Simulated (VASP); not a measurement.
Wanted: the native input for a VASP 6.6.1 run.

```
Task                   : single point
Functional             : PBE
Potentials or basis    : VASP PAW PBE potentials, release 64 (Dy_3, Ga_d, S), 4f in core
Cutoff                 : 500 eV
k mesh                 : 4 × 4 × 2
Occupations            : gaussian, width 0.2 eV
Spin                   : no spin polarisation
Dipole correction      : no
Mended                 : yes
Further INCAR settings : ALGO = Normal; EDIFF = 1e-06; NBANDS = 35
```

The structure of Dy3GaS2 lies in POSCAR:

```
Dy3GaS2
1.0
    4.2867405633      0.0000000027      0.0000000000
   -2.1433702840      3.7124262259      0.0000000000
    0.0000000000      0.0000000000     10.7134691620
Dy Ga S
3 1 2
Direct
    0.3333333333      0.6666666667      0.3559328615
    0.6666666667      0.3333333333      0.6440671385
    0.0000000000      0.0000000000      0.0000000000
    0.0000000000      0.0000000000      0.5000000000
    0.0000000000      0.0000000000      0.7541647369
    0.0000000000      0.0000000000      0.2458352631
```

The cell was built from a structure type or drawn by symmetry, and may not be a known phase.

One way to write it, as run:

INCAR

```
SYSTEM = Dy3GaS2
PREC = Accurate ; ENCUT = 500
EDIFF = 1E-6 ; ISMEAR = 0
SIGMA = 0.2 ; LREAL = .False.
LASPH = .True. ; NELM = 200
ALGO = Normal ; ISIF = 2
LWAVE = .False. ; LCHARG = .True.
GGA = PE ; LELF = .True.
LVHAR = .True. ; NBANDS = 35
GGA_COMPAT = .False. ; LMAXMIX = 6
```

KPOINTS

```
Automatic mesh
0
Gamma
  4 4 2
  0 0 0
```

Potentials or basis: VASP PAW PBE potentials, release 64 (Dy_3, Ga_d, S), 4f in core.

The run is started by

```sh
$ cat potpaw_PBE.64/Dy_3/POTCAR potpaw_PBE.64/Ga_d/POTCAR potpaw_PBE.64/S/POTCAR > POTCAR
$ mpirun -np 1 vasp_std > vasp.out
```

Results of the run:

The pressure is 0.5 GPa and the largest force is 0.047 eV/Å. The band gap on the k mesh is zero (filled and empty bands overlap).

Caveat: the k points lie up to 0.42 Å⁻¹ apart; spin-orbit coupling is left out, which moves the levels of the heavy elements; the 4f electrons are frozen in the core, so they carry no moment and show no levels; the run has no spin polarisation, though such a crystal can be magnetic.

Run time: 54 s on 1 thread of Intel(R) Xeon(R) Platinum 8488C (Sapphire Rapids), on a shared host, peak memory 0.27 GiB.
